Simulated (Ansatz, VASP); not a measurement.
# RbPd in VASP and in Ansatz

```
CELL_PARAMETERS angstrom
4.39917 0.00000 0.00000
-2.19958 3.80979 0.00000
0.00000 0.00000 6.17275
ATOMIC_POSITIONS crystal
Rb 0.33333 0.66667 0.50000
Pd 0.00000 0.00000 0.00000
```

Alike in both runs: task relaxation of cell and atoms; functional PBE; k mesh 12 × 12 × 10; occupations gaussian, width 0.1 eV; no spin polarisation.

|  | VASP | Ansatz |
| --- | --- | --- |
| version | VASP 6.6.1 | Ansatz 0.2.0 |
| potentials or method | VASP PAW PBE potentials, release 64 (Rb_sv, Pd), cutoff 500 eV | scalar-relativistic, plane waves, PAW |
| valence electrons in the cell | 19 | 27 |

Ansatz gave:

| Item | Value |
| --- | --- |
| gap on the k mesh at the Fermi level, each at its own relaxed structure (eV) | none |
| relaxed volume (Å³/atom) | 27.47 |
| relaxed cell length with the largest relative difference (Å) | 5.315 |

Problem. Which values does VASP return?

Solution. gap on the k mesh at the Fermi level, each at its own relaxed structure (eV): none; relaxed volume (Å³/atom): 27.60; relaxed cell length with the largest relative difference (Å): 5.328.

A gap of «none» marks a metal or a gap that the smearing closes. VASP's potentials hold 19 valence electrons a cell and Ansatz's 27, so a difference there can come from the potentials and not from the codes.

Noted on VASP's run: the volume moved by over 15 % at a fixed basis, so the end points are rough.
